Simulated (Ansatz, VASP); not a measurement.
## Two plane-wave programs on Ni

```xyz
1
Lattice="0.0000 1.7678 1.7678 1.7678 0.0000 1.7678 1.7678 1.7678 0.0000" Properties=species:S:1:pos:R:3 pbc="T T T"
Ni    0.0000    0.0000    0.0000
```

Alike in both runs: task single point; functional PBE; k mesh 14 × 14 × 14; occupations tetrahedron; no spin polarisation.

```csv
,VASP,Ansatz
version,VASP 6.6.1,Ansatz 0.2.0
potentials or method,"VASP PAW PBE potentials, release 64 (Ni), cutoff 600 eV","PAW, plane waves, scalar-relativistic"
valence electrons in the cell,10,18
```

```tsv
	VASP	Ansatz	Ansatz less VASP
pressure (GPa)	-4.2	-4.2	0.00
```

VASP's potentials hold 10 valence electrons a cell and Ansatz's 18, so a difference there can come from the potentials and not from the codes. Ansatz's warnings: band table not solved further, tetrahedron derivatives may miss energy slope.
